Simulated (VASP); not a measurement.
Ho2O: relaxation of cell and atoms with PBE

Crystal: Ho2O.

```
CELL_PARAMETERS angstrom
3.86515 0.00000 0.00000
-1.93258 3.34732 0.00000
0.00000 0.00000 10.11108
ATOMIC_POSITIONS crystal
Ho 0.00000 0.00000 0.38639
Ho 0.00000 0.00000 0.88639
Ho 0.33333 0.66667 0.77087
Ho 0.66667 0.33333 0.27087
O 0.00000 0.00000 0.10300
O 0.00000 0.00000 0.60300
```

The cell was generated, and may not be a known phase.

* Program: VASP 6.6.1
* Task: relaxation of cell and atoms
* Functional: PBE
* Potentials or basis: VASP PAW PBE potentials, release 64 (Ho_3, O), 4f in core
* Cutoff: 600 eV
* k mesh: 5 × 5 × 2
* Occupations: gaussian, width 0.2 eV
* Spin: no spin polarisation
* Dipole correction: no
* Further INCAR settings: ALGO = Normal; EDIFF = 1e-07; IBRION = 2; EDIFFG = -0.08; NSW = 36; ISIF = 3

- Relaxed volume: 22.46 Å³/atom
- Relaxed cell: a = 3.784 Å, b = 3.784 Å, c = 10.871 Å, α = 90.00°, β = 90.00°, γ = 120.00°
- Space group after relaxing (to 0.1 Å): P6_3mc (No. 186)
- Energy gained by relaxing: 2179.4 meV/atom
- Ionic steps: 15
- Pressure after relaxing: -0.2 GPa
- Largest force after relaxing: 0.062 eV/Å
- Band gap on the k mesh: zero (bands 24 and 25 overlap by 1.48 eV)

Forces on the atoms (eV/Å):
```
Ho   0.000  0.000 -0.062
Ho   0.000  0.000 -0.062
Ho   0.000  0.000  0.030
Ho   0.000  0.000  0.030
O    0.000  0.000  0.031
O    0.000  0.000  0.031
```

Stress tensor (GPa, compression positive):
```
-0.39  0.00  0.00
 0.00 -0.39  0.00
 0.00  0.00  0.27
```

Step by step:
| step | energy change (eV) | largest force (eV/Å) | pressure (GPa) | volume (Å³) |
| --- | --- | --- | --- | --- |
| 1 | 0.0000 | 7.3518 | 3.44 | 130.82 |
| 2 | -6.4982 | 5.7157 | 6.69 | 139.09 |
| 3 | -6.2807 | 13.4660 | 15.13 | 142.23 |
| 4 | -6.7616 | 8.0714 | 9.18 | 140.41 |
| 5 | -9.8414 | 3.4106 | -1.52 | 151.24 |
| 6 | -10.7509 | 1.3128 | -6.81 | 160.42 |
| 7 | -10.7959 | 0.9894 | -7.67 | 162.59 |
| 8 | -11.4011 | 0.9898 | -6.39 | 154.28 |
| 9 | -12.5370 | 1.0742 | 2.16 | 130.73 |
| 10 | -12.5513 | 1.1466 | 5.61 | 125.60 |
| 11 | -12.8501 | 0.5333 | 5.59 | 125.05 |
| 12 | -12.8654 | 0.3452 | 6.98 | 124.46 |
| 13 | -13.0742 | 0.0927 | 0.04 | 134.46 |
| 14 | -13.0741 | 0.0886 | -0.22 | 134.69 |
| 15 | -13.0765 | 0.0619 | -0.17 | 134.79 |

Final structure:
```
Ho O
1.0
     3.78368    0.00000    0.00000
    -1.89184    3.27676    0.00000
     0.00000    0.00000   10.87150
Ho O
4 2
Direct
  0.00000 0.00000 0.42521
  0.00000 0.00000 0.92521
  0.33333 0.66667 0.67208
  0.66667 0.33333 0.17208
  0.00000 0.00000 0.16298
  0.00000 0.00000 0.66298
```

Levels at points of the mesh, in eV from the Fermi level:
| k point | band 22 | band 23 | band 24 | band 25 | band 26 | band 27 |
| --- | --- | --- | --- | --- | --- | --- |
| (0.00, 0.00, 0.00) | -2.83 | -0.77 | 1.24 | 1.24 | 1.28 | 1.92 |
| (0.00, 0.00, 0.50) | -3.54 | 0.30 | 0.30 | 1.53 | 1.53 | 1.53 |

Run time: 11 min on 1 thread of Intel(R) Xeon(R) 6975P-C (Granite Rapids) (shared host), peak memory 0.33 GiB.

Caveat: the k points lie up to 0.38 Å⁻¹ apart in the final cell, too coarse for converged energies and pressures of a metal; spin-orbit coupling is left out, which moves the levels of the heavy elements; the 4f electrons are frozen in the core, so they carry no moment and show no levels; the run has no spin polarisation, though such a crystal can be magnetic; the relaxation stopped at a loose force limit of 0.08 eV/Å, so its end isn't a converged minimum. With open d or f shells a metallic result of PBE can be an artefact of self-interaction; +U or a hybrid may open a gap.
